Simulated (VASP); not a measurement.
A run of VASP 6.6.1 is set up as follows.

Contents of INCAR:

```
SYSTEM = SiNi3
PREC = Accurate
ENCUT = 520
EDIFF = 1E-6
ISMEAR = 0
SIGMA = 0.2
LREAL = .FALSE.
LASPH = .TRUE.
NELM = 150
ALGO = Normal
ISIF = 2
LWAVE = .FALSE.
LCHARG = .TRUE.
ISPIN = 2
MAGMOM = 0 1 1 1
LORBIT = 11
LMAXMIX = 4
GGA = RP
LELF = .TRUE.
LVHAR = .TRUE.
NBANDS = 29
```

Contents of KPOINTS:

```
Automatic mesh
0
G
  6 6 6
  0 0 0
```

File POSCAR:

```
SiNi3
1.0
    3.5340349958      0.0000000000      0.0000000000
    0.0000000000      3.5340349958      0.0000000000
    0.0000000000      0.0000000000      3.5340349958
Si Ni
1 3
Direct
    0.0000000000      0.0000000000      0.0000000000
    0.0000000000      0.5000000000      0.5000000000
    0.5000000000      0.0000000000      0.5000000000
    0.5000000000      0.5000000000      0.0000000000
```

Potentials or basis: VASP PAW PBE potentials, release 64 (Si, Ni).

Run with:

```console
$ cat potpaw_PBE.64/Si/POTCAR potpaw_PBE.64/Ni/POTCAR > POTCAR
$ mpirun -np 1 vasp_std > vasp.out
```

Question: Predict the pressure.

Answer: 0.0 GPa.

Question: Predict the band gap on the k mesh.

Answer: Zero (filled and empty bands overlap).

Caveat: the PAW data sets were made with another functional, which shifts forces and pressure a little.
